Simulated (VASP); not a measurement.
Here is a VASP 6.6.1 calculation.

The input INCAR:

```
PREC = Accurate
ENCUT = 520
EDIFF = 1E-6
ISMEAR = -1
SIGMA = 0.1
LREAL = False
LASPH = True
NELM = 100
ALGO = Normal
ISIF = 2
LWAVE = False
LCHARG = False
GGA = RE
NBANDS = 21
```

File KPOINTS:

```
regular mesh
0
Gamma
  10 10 6
```

The input POSCAR:

```
Pb
1.0
    3.5887076659      0.0000000000      0.0000000000
   -1.7943538330      3.1079120054      0.0000000000
    0.0000000000      0.0000000000      5.8835305524
Pb
2
Direct
    0.3333333333      0.6666666667      0.2500000000
    0.6666666667      0.3333333333      0.7500000000
```

Potentials or basis: VASP PAW PBE potentials, release 64 (Pb_d).

Run with:

```sh
$ cat potpaw_PBE.64/Pb_d/POTCAR > POTCAR
$ mpirun -np 1 vasp_std > vasp.out
```

(1) Predict the band gap on the k mesh.

(2) Predict the pressure.

## Answers

(1) zero (band 14 reaches 11.81 eV, above the bottom of band 15 at 5.20 eV).

(2) -0.1 GPa.

Caveat: the PAW data sets were made with another functional, which shifts forces and pressure a little; spin-orbit coupling is left out, which moves the levels of the heavy elements.
